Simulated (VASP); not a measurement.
Here is a VASP 6.6.1 calculation.

INCAR

```
  PREC = Accurate
  ENCUT = 500
  EDIFF = 1E-6
  ISMEAR = 0
  SIGMA = 0.02
  LREAL = False
  LASPH = True
  NELM = 120
  ALGO = Normal
  ISIF = 2
  LWAVE = False
  LCHARG = False
  NBANDS = 16
  GGA_COMPAT = False
```

The input KPOINTS:

```
Automatic mesh
0
Gamma
  10 10 10
```

File POSCAR:

```
InP
1.0
    0.0000000000      2.9140170964      2.9140170964
    2.9140170964      0.0000000000      2.9140170964
    2.9140170964      2.9140170964      0.0000000000
In P
1 1
Direct
    0.0000000000      0.0000000000      0.0000000000
    0.7500000000      0.7500000000      0.7500000000
```

Potentials or basis: VASP PAW LDA potentials, release 64 (In_d, P).

The run is started by

```console
$ cat potpaw_LDA.64/In_d/POTCAR potpaw_LDA.64/P/POTCAR > POTCAR
$ mpirun -np 1 vasp_std > vasp.out
```

(1) What does it give for the band gap on the k mesh?

(2) What does it give for the pressure?

## Answers

(1) 0.60 eV, direct.

(2) 0.0 GPa.

Caveat: spin-orbit coupling is left out, which moves the levels of the heavy elements.
